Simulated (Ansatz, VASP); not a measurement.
## LiH in VASP and in Ansatz

```xyz
2
Lattice="0.0000 1.8699 2.1138 1.8699 0.0000 2.1138 1.8699 1.8699 0.0000" Properties=species:S:1:pos:R:3 pbc="T T T"
Li    0.0000    0.0000    0.0000
H     1.8699    1.8699    2.1138
```

Change from the starting cell: strain -0.080 along x and y, +0.040 along z, atoms carried along.

Alike in both runs: task single point; functional r2SCAN; k mesh 10 × 10 × 10; occupations gaussian, width 0.05 eV; no spin polarisation.

```csv
,VASP,Ansatz
version,VASP 6.6.1,Ansatz 0.2.0
potentials or method,"VASP PAW PBE potentials, release 64 (Li_sv, H), cutoff 830 eV","scalar-relativistic, plane waves, PAW"
valence electrons in the cell,4,4
```

```tsv
	VASP	Ansatz	Ansatz less VASP
gap on the k mesh at the Fermi level (eV)	2.10	2.15	+0.041
least direct gap on the mesh (eV)	3.11	3.19	+0.075
pressure (GPa)	4.1	4.5	+0.42
traceless stress, the component that is largest in VASP (GPa)	-7.32	-7.05	+0.274
```

VASP's potentials were made for PBE, not for r2SCAN. With one functional, cell and mesh, what is left measures potentials, basis and numerics.
